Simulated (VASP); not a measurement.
# KBr: single point with PBE

Crystal: KBr.

```
K Br
1.0
    -0.02429    3.33338    3.33407
     3.34199   -0.00614    3.31593
     3.32143    3.29468    0.01441
K Br
1 1
Direct
  0.97056 0.01557 0.96798
  0.50507 0.46981 0.51068
```

```
Program                : VASP 6.6.1
Task                   : single point
Functional             : PBE
Potentials or basis    : VASP PAW PBE potentials, release 64 (K_sv, Br)
Cutoff                 : 520 eV
k mesh                 : 4 × 4 × 4
Occupations            : methfessel-paxton, width 0.01 eV
Spin                   : no spin polarisation
Dipole correction      : no
Further INCAR settings : ALGO = Normal; EDIFF = 1e-07; NBANDS = 15
```

- Pressure: 0.7 GPa
- Largest force: 0.361 eV/Å
- Band gap on the k mesh: 4.37 eV

Forces on the atoms (eV/Å):
```
K   -0.014  0.359 -0.035
Br   0.014 -0.359  0.035
```

Stress tensor (GPa, compression positive):
```
0.15 0.07 0.01
0.07 1.70 0.00
0.01 0.00 0.39
```

Levels at points of the mesh, in eV from the valence-band top:
```
           k point  band 5  band 6  band 7  band 8  band 9  band 10  band 11  band 12
(0.00, 0.00, 0.00)  -11.28   -0.04   -0.02    0.00    4.37     7.58     7.65     7.73
(0.50, 0.00, 0.00)  -11.03   -1.13   -0.30   -0.28    6.52     8.06     9.47     9.52
(0.00, 0.50, 0.00)  -11.04   -1.13   -0.32   -0.29    6.53     8.12     9.46     9.63
(0.50, 0.50, 0.00)  -11.29   -0.79   -0.32   -0.27    5.96     7.08     9.35     9.36
(0.00, 0.00, 0.50)  -11.04   -1.12   -0.33   -0.32    6.52     8.15     9.44     9.64
(0.50, 0.00, 0.50)  -11.30   -0.77   -0.28   -0.28    5.90     7.12     8.69     9.38
(0.00, 0.50, 0.50)  -11.29   -0.79   -0.30   -0.26    5.98     7.07     9.33     9.36
(0.50, 0.50, 0.50)  -11.03   -1.13   -0.32   -0.29    6.51     8.10     9.45     9.54
```

Wall time 18 s on 1 thread of Intel(R) Xeon(R) 6975P-C (Granite Rapids), on a shared host, peak memory 0.22 GiB.

A hybrid or GW would open this gap; PBE tends to underestimate it.
